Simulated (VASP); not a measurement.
# Fe2O5 (cubic X2O5 type) (Pn-3m) in VASP: further runs, part 2 of 2

VASP 6.6.1. Earlier steps stand in the parts before.

## Step 3: Single point, PBE

This run uses another cell than the first one, of 8.62 Å³/atom, 1.020 times its volume.

Input file INCAR:

```
SYSTEM = Fe2O5
PREC     = Accurate       ! precision mode
ENCUT    = 520            ! plane-wave cutoff, eV
EDIFF    = 1E-6           ! SCF threshold, eV
ISMEAR   = -1             ! smearing method
SIGMA    = 0.06122561905347299 ! smearing width, eV
LREAL    = .FALSE.        ! projectors in reciprocal space
LASPH    = .TRUE.         ! aspherical terms in the spheres
NELM     = 100            ! most SCF steps
ALGO     = Normal         ! electronic algorithm
ISIF     = 2              ! what is computed and relaxed
LWAVE    = .FALSE.        ! write WAVECAR
LCHARG   = .FALSE.        ! write CHGCAR
GGA      = PE             ! functional
NBANDS   = 59             ! bands
```

Input file KPOINTS:

```
Automatic mesh
0
G
  11 11 11
  0 0 0
```

Input file POSCAR:

```
Fe2O5
1.0
    4.9412545354      0.0000000000      0.0000000000
    0.0000000000      4.9412545354      0.0000000000
    0.0000000000      0.0000000000      4.9412545354
Fe O
4 10
Direct
    0.0000000000      0.0000000000      0.0000000000
    0.5000000000      0.5000000000      0.0000000000
    0.5000000000      0.0000000000      0.5000000000
    0.0000000000      0.5000000000      0.5000000000
    0.5000000000      0.0000000000      0.0000000000
    0.0000000000      0.5000000000      0.0000000000
    0.0000000000      0.0000000000      0.5000000000
    0.5000000000      0.5000000000      0.5000000000
    0.7500000000      0.7500000000      0.2500000000
    0.7500000000      0.2500000000      0.7500000000
    0.2500000000      0.7500000000      0.7500000000
    0.7500000000      0.2500000000      0.2500000000
    0.2500000000      0.7500000000      0.2500000000
    0.2500000000      0.2500000000      0.7500000000
```

Potentials or basis: VASP PAW PBE potentials, release 64 (Fe, O).

Started as:

```console
$ cat potpaw_PBE.64/Fe/POTCAR potpaw_PBE.64/O/POTCAR > POTCAR
$ mpirun -np 1 vasp_std > vasp.out
```

OUTCAR:

```text
SYSTEM = Fe2O5
   PREC = Accurate
   ENCUT = 520
   EDIFF = 1E-6
   ISMEAR = -1
   LREAL = .FALSE.
   LASPH = .TRUE.
   NELM = 100
   ISIF = 2
   GGA = PE

 ion  position               nearest neighbor table
   1  0.000  0.000  0.000-   9 2.14  10 2.14  11 2.14  12 2.14  13 2.14  14 2.14   5 2.47   6 2.47
                             7 2.47   7 2.47   6 2.47   5 2.47
   2  0.500  0.500  0.000-   9 2.14  10 2.14  11 2.14  12 2.14  13 2.14  14 2.14   5 2.47   6 2.47
                             8 2.47   8 2.47   5 2.47   6 2.47
   3  0.500  0.000  0.500-   9 2.14  10 2.14  11 2.14  12 2.14  13 2.14  14 2.14   5 2.47   7 2.47
                             8 2.47   5 2.47   8 2.47   7 2.47
   4  0.000  0.500  0.500-   9 2.14  10 2.14  11 2.14  12 2.14  13 2.14  14 2.14   6 2.47   7 2.47
                             8 2.47   6 2.47   7 2.47   8 2.47
   5  0.500  0.000  0.000-   1 2.47   2 2.47   3 2.47   3 2.47   2 2.47   1 2.47
   6  0.000  0.500  0.000-   1 2.47   2 2.47   4 2.47   4 2.47   1 2.47   2 2.47
   7  0.000  0.000  0.500-   1 2.47   3 2.47   4 2.47   1 2.47   4 2.47   3 2.47
   8  0.500  0.500  0.500-   2 2.47   3 2.47   4 2.47   2 2.47   3 2.47   4 2.47
   9  0.750  0.750  0.250-   1 2.14   2 2.14   3 2.14   4 2.14
  10  0.750  0.250  0.750-   1 2.14   2 2.14   3 2.14   4 2.14
  11  0.250  0.750  0.750-   1 2.14   2 2.14   3 2.14   4 2.14
  12  0.750  0.250  0.250-   1 2.14   2 2.14   3 2.14   4 2.14
  13  0.250  0.750  0.250-   1 2.14   2 2.14   3 2.14   4 2.14
  14  0.250  0.250  0.750-   1 2.14   2 2.14   3 2.14   4 2.14

  LATTYP: Found a simple cubic cell.
 ALAT       =     4.9412545354

  Lattice vectors:

 A1 = (   4.9412545354,   0.0000000000,   0.0000000000)
 A2 = (   0.0000000000,   4.9412545354,   0.0000000000)
 A3 = (   0.0000000000,   0.0000000000,   4.9412545354)

Analysis of symmetry for initial positions (statically):
=====================================================================
 Subroutine PRICEL returns:
 Original cell was already a primitive cell.

 Routine SETGRP: Setting up the symmetry group for a
 simple cubic supercell.

 Subroutine GETGRP returns: Found 48 space group operations
 (whereof 12 operations were pure point group operations)
 out of a pool of 48 trial point group operations.

The static configuration has the point symmetry D_3d.
 The point group associated with its full space group is O_h .

Analysis of symmetry for dynamics (positions and initial velocities):
=====================================================================
 Subroutine PRICEL returns:
 Original cell was already a primitive cell.

 Routine SETGRP: Setting up the symmetry group for a
 simple cubic supercell.

 Subroutine GETGRP returns: Found 48 space group operations
 (whereof 12 operations were pure point group operations)
 out of a pool of 48 trial point group operations.

The dynamic configuration has the point symmetry D_3d.
 The point group associated with its full space group is O_h .

 Subroutine INISYM returns: Found 48 space group operations
 (whereof 12 operations are pure point group operations),
 and found     1 'primitive' translations

----------------------------------------------------------------------------------------

                                     Primitive cell

  volume of cell :     120.6457

  direct lattice vectors                    reciprocal lattice vectors
     4.941254535  0.000000000  0.000000000     0.202377755  0.000000000  0.000000000
[... 100 lines left out ...]
 SYSTEM =  Fe2O5
   PREC   = accura    normal or accurate (medium, high low for compatibility)
   ISTART =      0    job   : 0-new  1-cont  2-samecut
   ICHARG =      2    charge: 1-file 2-atom 10-const
   ISPIN  =      1    spin polarized calculation?
   LNONCOLLINEAR =      F non collinear calculations
   LSORBIT =      F    spin-orbit coupling
   LASPH  =      T    aspherical Exc in radial PAW
   ENCUT  =  520.0 eV  38.22 Ry    6.18 a.u.   9.19  9.19  9.19*2*pi/ulx,y,z
   NELM   =    100;   NELMIN=  2; NELMDL= -5     # of ELM steps
   EDIFF  = 0.1E-05   stopping-criterion for ELM
   LREAL  =      F    real-space projection
   EDIFFG = 0.1E-04   stopping-criterion for IOM
   NSW    =      0    number of steps for IOM
   IBRION =     -1    ionic relax: 0-MD 1-quasi-New 2-CG
   NFREE  =      0    steps in history (QN), initial steepest desc. (CG)
   ISIF   =      2    stress and relaxation
   ISYM   =      2    0-nonsym 1-usesym 2-fastsym
   POTIM  = 0.5000    time-step for ionic-motion
   TEBEG  =    0.0;   TEEND  =   0.0 temperature during run
   PSTRESS=    0.0 pullay stress
   NELECT =      92.0000    total number of electrons
   NUPDOWN=      -1.0000    fix difference up-down
   EMIN   =  10.00;   EMAX   =-10.00  energy-range for DOS
   EFERMI =   0.00;   METHOD = LEGACY
   ISMEAR =    -1;   SIGMA  =   0.06  broadening in eV -4-tet -1-fermi 0-gaus
   EFERMI_NEDOS =   21; number of points for ismear=-14 and -15
   IALGO  =     38    algorithm
   IMIX   =      4    mixing-type and parameters
     AMIX     =   0.40;   BMIX     =  1.00
     AMIX_MAG =   1.60;   BMIX_MAG =  1.00
  volume/ion in A,a.u.               =       8.62        58.15
  Fermi-wavevector in a.u.,A,eV,Ry     =   1.495662  2.826392 30.436311  2.237006
  Thomas-Fermi vector in A             =   2.607778
   LORBIT       =      0    0 simple, 1 ext, 2 COOP (PROOUT), +10 PAW based schemes
   GGA     = PE    functional components
   LHFCALC =     F    Hartree Fock is set to
   AEXX    =    0.0000 exact exchange contribution
   IVDW    =     0    specifies the selected vdW correction
   LEPSILON=     F    determine dielectric tensor
   LRPA    =     F    only Hartree local field effects (RPA)
 non-spin polarized calculation
  energy-cutoff  :      520.00
  volume of cell :      120.65
 maximum number of plane-waves:      3269
 NGX is ok and might be reduce to    40
   NGX = 19   NGY = 19   NGZ = 19

 number of electron      91.9999992 magnetization

 Free energy of the ion-electron system (eV)
  ---------------------------------------------------
  ext. energy  EPLUGINS =         0.00000000
  ---------------------------------------------------
  free energy    TOTEN  =       -73.42388395 eV

  energy without entropy =      -73.15861969  energy(sigma->0) =      -73.29125182

 E-fermi :   4.4394     XC(G=0): -12.4566

 val. band max:        4.4383597646   @ k =   0.1818   0.1818   0.0909
 cond. band min:       4.4433241080   @ k =   0.3636   0.2727   0.0000
 fundamental gap:      0.0049643434
 Fermi energy:         4.4393918313

 k-point     1 :       0.0000    0.0000    0.0000
  band No.  band energies     occupation
      1     -16.7155      2.00000
      2     -14.3327      2.00000
      3     -14.3327      2.00000
      4     -13.5244      2.00000
      5     -13.5244      2.00000
      6     -13.5244      2.00000
[... 1453 lines left out ...]
     57       5.8332      0.00000
     58       5.8973      0.00000

 [... further k-points ...]

 [bands above 58 left out]

------------------------ aborting loop because EDIFF is reached ----------------------------------------

  FORCE on cell =-STRESS in cart. coord.  units (eV):
  Direction    XX          YY          ZZ          XY          YZ          ZX
  --------------------------------------------------------------------------------------
  -------------------------------------------------------------------------------------
  Total       -5.6104739     -5.6104739     -5.6104739     -0.0000000      0.0000000      0.0000000
  in kB      -74.5072352    -74.5072352    -74.5072352     -0.0000000      0.0000000      0.0000000
  external PRESSURE =     -74.5072352 kB  Pullay stress =       0.0000000 kB

 VOLUME and BASIS-vectors are now :
 -----------------------------------------------------------------------------
  energy-cutoff  :      520.00
  volume of cell :      120.65
      direct lattice vectors                 reciprocal lattice vectors
     4.941254535  0.000000000  0.000000000     0.202377755  0.000000000  0.000000000
     0.000000000  4.941254535  0.000000000     0.000000000  0.202377755  0.000000000
     0.000000000  0.000000000  4.941254535     0.000000000  0.000000000  0.202377755

 POSITION                                       TOTAL-FORCE (eV/Angst)
 -----------------------------------------------------------------------------------
      0.00000      0.00000      0.00000         0.000000      0.000000      0.000000
      2.47063      2.47063      0.00000         0.000000      0.000000      0.000000
      2.47063      0.00000      2.47063         0.000000      0.000000      0.000000
      0.00000      2.47063      2.47063         0.000000      0.000000      0.000000
      2.47063      0.00000      0.00000         0.000000      0.000000      0.000000
      0.00000      2.47063      0.00000         0.000000      0.000000      0.000000
      0.00000      0.00000      2.47063         0.000000      0.000000      0.000000
      2.47063      2.47063      2.47063         0.000000      0.000000      0.000000
      3.70594      3.70594      1.23531        -0.000000     -0.000000     -0.000000
      3.70594      1.23531      3.70594        -0.000000      0.000000     -0.000000
      1.23531      3.70594      3.70594        -0.000000     -0.000000     -0.000000
      3.70594      1.23531      1.23531         0.000000      0.000000      0.000000
      1.23531      3.70594      1.23531         0.000000     -0.000000      0.000000
      1.23531      1.23531      3.70594         0.000000      0.000000      0.000000
 -----------------------------------------------------------------------------------
    total drift:                               -0.000000      0.000000      0.000000

  FREE ENERGIE OF THE ION-ELECTRON SYSTEM (eV)
  ---------------------------------------------------
  free  energy   TOTEN  =       -73.4238839513 eV

  energy  without entropy=      -73.1586196937  energy(sigma->0) =      -73.29125182
```

Wall time 4.8 min (1 thread of Intel Xeon 6975P-C (Granite Rapids), shared host); peak memory 0.41 GiB.

What came out:

```yaml
Free_energy: -73.4239 eV
Pressure: -7.5 GPa
Band_gap_on_the_k_mesh: zero (band 46 reaches 4.77 eV, above the bottom of band 47 at 4.10 eV)
```

Levels at points of the mesh, in eV from the Fermi level:
```tsv
k point	band 44	band 45	band 46	band 47	band 48	band 49	band 50	band 51
(0.00, 0.00, 0.00)	-0.25	-0.25	-0.15	-0.15	-0.15	0.14	0.14	0.14
```

Caveat: the run has no spin polarisation, though such a crystal can be magnetic; semilocal functionals often make such compounds metallic where correlation or magnetic order opens a gap, which also shifts bond lengths. Spin polarisation is off, so any magnetic state and its effect on volume and gap are missing.

## Step 4: Single point, PBE

This run uses another cell than the first one, of 8.78 Å³/atom, 1.039 times its volume.

Input file INCAR:

```
ALGO = Normal ; EDIFF = 1E-6
ENCUT = 520 ; GGA = PE
ISIF = 2 ; ISMEAR = -1
LASPH = T ; LCHARG = F
LREAL = F ; LWAVE = F
NBANDS = 59 ; NELM = 100
PREC = Accurate ; SIGMA = 0.06122561905347299
```

Input file KPOINTS:

```
k-points
0
Gamma
  11 11 11
```

Edit POSCAR of step 3 so:

```diff
@@ -2,5 +2,5 @@
 1.0
-    4.9412545354      0.0000000000      0.0000000000
-    0.0000000000      4.9412545354      0.0000000000
-    0.0000000000      0.0000000000      4.9412545354
+    4.9727283428      0.0000000000      0.0000000000
+    0.0000000000      4.9727283428      0.0000000000
+    0.0000000000      0.0000000000      4.9727283428
 Fe O
```

Started as:

```console
$ cat potpaw_PBE.64/Fe/POTCAR potpaw_PBE.64/O/POTCAR > POTCAR
$ mpirun -np 1 vasp_std > vasp.out
```

It took 27 min on 1 thread of AMD EPYC, shared host; peak memory 0.39 GiB.

The run converged. Its results:

| Quantity | Value |
| --- | --- |
| Free energy | -73.2971 eV |
| Pressure | -10.7 GPa |
| Band gap on the k mesh | zero (band 46 reaches 4.54 eV, above the bottom of band 47 at 3.89 eV) |

Levels at points of the mesh, in eV from the Fermi level:
| k point | band 45 | band 46 | band 47 | band 48 | band 49 | band 50 |
| --- | --- | --- | --- | --- | --- | --- |
| (0.00, 0.00, 0.00) | -0.26 | -0.14 | -0.14 | -0.14 | 0.13 | 0.13 |

Caveat: the run has no spin polarisation, though such a crystal can be magnetic; semilocal functionals often make such compounds metallic where correlation or magnetic order opens a gap, which also shifts bond lengths. Spin polarisation is off, so any magnetic state and its effect on volume and gap are missing.

## Step 5: Summary

| cell | gap on the mesh (eV) | pressure (GPa) |
| --- | --- | --- |
| a = 4.909 Å, 14 atoms | none | -3.9 |
| a = 4.941 Å, 14 atoms | none | -7.5 |
| a = 4.973 Å, 14 atoms | none | -10.7 |

Alike in all rows: task single point; level PBE; potentials or basis VASP PAW PBE potentials, release 64 (Fe, O); no spin polarisation; k mesh 11 × 11 × 11; cutoff (eV) 520; smearing fermi-dirac 0.0612256 eV.

Caveats: the run has no spin polarisation, though such a crystal can be magnetic; semilocal functionals often make such compounds metallic where correlation or magnetic order opens a gap, which also shifts bond lengths.

Total energies depend on the potentials used, so only differences within one code and one set of settings carry meaning.
